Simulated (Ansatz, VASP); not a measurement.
## One calculation of Si, two programs

```
CELL_PARAMETERS angstrom
0.00000 2.72185 2.72185
2.72185 0.00000 2.72185
2.72185 2.72185 0.00000
ATOMIC_POSITIONS crystal
Si 0.25000 0.25000 0.25000
Si 0.00000 0.00000 0.00000
```

Alike in both runs: functional r2SCAN; k mesh 8 × 8 × 8; occupations gaussian, width 0.02 eV; no spin polarisation.

Ansatz relaxed the structure, and its values are those at the end. VASP's run is a single point on that final structure, the one shown.

|  | VASP | Ansatz |
| --- | --- | --- |
| version | VASP 6.6.1 | Ansatz 0.2.0 |
| potentials or method | VASP PAW PBE potentials, release 64 (Si), cutoff 520 eV | scalar-relativistic, plane waves, PAW |
| valence electrons in the cell | 8 | 8 |

VASP gave:

- gap on the k mesh at the Fermi level (eV): 0.83
- least direct gap on the mesh (eV): 2.75
- pressure (GPa): -0.2

Q: Which values does Ansatz return?

A: gap on the k mesh at the Fermi level (eV): 0.81; least direct gap on the mesh (eV): 2.74; pressure (GPa): 0.0.

VASP's potentials were made for PBE, not for r2SCAN. The functional is the same, so the differences come from potentials, cutoffs and numerics.
